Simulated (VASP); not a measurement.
A run of VASP 6.6.1:

Contents of POSCAR:

```
KCl
1.0
    3.6550447693      0.0000000000      0.0000000000
    0.0000000000      3.6550447693      0.0000000000
    0.0000000000      0.0000000000      3.8080688468
K Cl
1 1
Direct
    0.0000000000      0.0000000000      0.0000000000
    0.5000000000      0.5000000000      0.5000000000
```

File INCAR.step1:

```
SYSTEM = KCl
PREC = Accurate
ENCUT = 520
ISMEAR = 0
SIGMA = 0.01
LREAL = .False.
LASPH = .True.
NELM = 100
NBANDS = 15
GGA = PE
ALGO = Normal
EDIFF = 1E-4
LWAVE = .True.
LCHARG = .False.
```

Contents of INCAR.step2:

```
SYSTEM = KCl
PREC = Accurate
ENCUT = 520
EDIFF = 1E-7
ISMEAR = 0
SIGMA = 0.01
LREAL = .False.
LASPH = .True.
NELM = 100
ALGO = Normal
ISIF = 2
LWAVE = .False.
LCHARG = .False.
METAGGA = R2SCAN
LMIXTAU = .True.
NBANDS = 15
ISTART = 1
```

Contents of KPOINTS:

```
regular mesh
0
Gamma
  8 8 8
  0 0 0
```

Potentials or basis: VASP PAW PBE potentials, release 64 (K_sv, Cl).

Command:

```sh
$ cat potpaw_PBE.64/K_sv/POTCAR potpaw_PBE.64/Cl/POTCAR > POTCAR
$ cp INCAR.step1 INCAR
$ mpirun -np 1 vasp_std > vasp.out
$ cp INCAR.step2 INCAR
$ mpirun -np 1 vasp_std > vasp.out
```

Hardware: 1 thread of Intel(R) Xeon(R) Platinum 8259CL CPU @ 2.50GHz (Skylake/Cascade Lake), on a shared host.

Q: Estimate the wall time of this run.

A: Wall time 2.7 min on 1 thread of Intel(R) Xeon(R) Platinum 8259CL CPU @ 2.50GHz (Skylake/Cascade Lake), with other jobs on the host, peak memory 0.2 GiB. Counts: k points 75.
